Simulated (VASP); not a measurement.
Here is a VASP 6.6.1 calculation.

INCAR

```
SYSTEM = Au
PREC     = Accurate       ! precision mode
ENCUT    = 520            ! plane-wave cutoff, eV
EDIFF    = 1E-6           ! SCF threshold, eV
ISMEAR   = 0              ! smearing method
SIGMA    = 0.1            ! smearing width, eV
LREAL    = .False.        ! projectors in reciprocal space
LASPH    = .True.         ! aspherical terms in the spheres
NELM     = 60             ! most SCF steps
ALGO     = Fast           ! electronic algorithm
ISIF     = 2              ! what is computed and relaxed
LWAVE    = .False.        ! write WAVECAR
LCHARG   = .True.         ! write CHGCAR
GGA      = PE             ! functional
LELF     = .True.         ! ELF
LVHAR    = .True.       
NBANDS   = 18             ! bands
```

KPOINTS

```
Automatic mesh
0
Gamma
  16 16 10
  0 0 0
```

The input POSCAR:

```
Au
1.0
    1.4214921970     -2.5426956773      0.0000000000
    1.4214921970      2.5426956773      0.0000000000
    0.0000000000      0.0000000000      4.8348958135
Au
2
Direct
    0.6633870831      0.3366129169      0.2500000000
    0.3366129169      0.6633870831      0.7500000000
```

Potentials or basis: VASP PAW PBE potentials, release 64 (Au).

The run is started by

```bash
$ cat potpaw_PBE.64/Au/POTCAR > POTCAR
$ mpirun -np 1 vasp_std > vasp.out
```

What does it give for the band gap on the k mesh?

Zero (bands 11 and 12 overlap by 6.49 eV).

What does it give for the pressure?

4.3 GPa.

Caveat: the cell stands under pressure; spin-orbit coupling is left out, which moves the levels of the heavy elements.
